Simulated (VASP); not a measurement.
Ba:

```
Ba
1.0
     0.00000    3.13642    3.13642
     3.13642    0.00000    3.13642
     3.13642    3.13642    0.00000
Ba
1
Direct
  0.00000 0.00000 0.00000
```

| Item | Value |
| --- | --- |
| Program | VASP 6.6.1 |
| Task | relaxation of cell and atoms |
| Functional | PBE |
| Potentials or basis | VASP PAW PBE potentials, release 64 (Ba_sv) |
| Cutoff | 600 eV |
| k mesh | 12 × 12 × 12 |
| Occupations | gaussian, width 0.1 eV |
| Spin | no spin polarisation |

At the start: pressure 0.4 GPa; volume 61.71 Å³/atom.

Task: Where does the relaxation end?

Result: Over 4 steps the energy falls by 3.1 meV/atom and the volume is 64.36 Å³/atom (+4.3 %); space group Fm-3m (No. 225, to 0.05 Å).

Step by step:
```tsv
step	energy change (eV)	largest force (eV/Å)	pressure (GPa)	volume (Å³)
1	0.0000	0.0000	0.39	61.71
2	-0.0024	0.0000	0.18	63.06
3	-0.0029	0.0000	-0.09	65.03
4	-0.0031	0.0000	-0.01	64.36
```

Final structure:
```cif
data_structure
_symmetry_space_group_name_H-M 'P 1'
_symmetry_Int_Tables_number 1
_cell_length_a 4.4983
_cell_length_b 4.4983
_cell_length_c 4.4983
_cell_angle_alpha 60.000
_cell_angle_beta 60.000
_cell_angle_gamma 60.000
_cell_volume 64.36
loop_
_atom_site_label
_atom_site_type_symbol
_atom_site_fract_x
_atom_site_fract_y
_atom_site_fract_z
_atom_site_occupancy
Ba1 Ba 0.00000 0.00000 0.00000 1
```
